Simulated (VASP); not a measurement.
The system is Ru.

```
CELL_PARAMETERS angstrom
2.74141 0.00000 0.00000
-1.37070 2.37413 0.00000
0.00000 0.00000 4.33825
ATOMIC_POSITIONS crystal
Ru 0.66667 0.33333 0.75000
Ru 0.33333 0.66667 0.25000
```

Base run:

- Program: VASP 6.6.1
- Functional: r2SCAN
- Potentials or basis: VASP PAW PBE potentials, release 64 (Ru_pv)
- Cutoff: 520 eV
- k mesh: 11 × 11 × 6
- Occupations: fermi-dirac, width 0.05 eV
- Spin: no spin polarisation

Its results: band gap on the k mesh zero (band 14 reaches 13.48 eV, above the bottom of band 15 at 10.47 eV); pressure -12.5 GPa.

After a change of settings the same cell gave: band gap on the k mesh zero (band 14 reaches 13.48 eV, above the bottom of band 15 at 10.46 eV); pressure -14.6 GPa. Which change was it?
A. functional from r2SCAN to PBEsol; further incar settings from ALGO = Normal; EDIFF = 1e-06; NBANDS = 21 to ALGO = Normal; EDIFF = 1e-07; NBANDS = 21
B. functional from r2SCAN to SVWN5; further incar settings from ALGO = Normal; EDIFF = 1e-06; NBANDS = 21 to ALGO = Normal; EDIFF = 1e-07; NBANDS = 21
C. functional from r2SCAN to RPBE; further incar settings from ALGO = Normal; EDIFF = 1e-06; NBANDS = 21 to ALGO = Fast; EDIFF = 1e-06; NBANDS = 21
D. dispersion from none to rVV10

D.

Dispersion adds attraction, which lowers the pressure at fixed volume.

Caveats: the PAW data sets were made with another functional, which shifts forces and pressure a little.
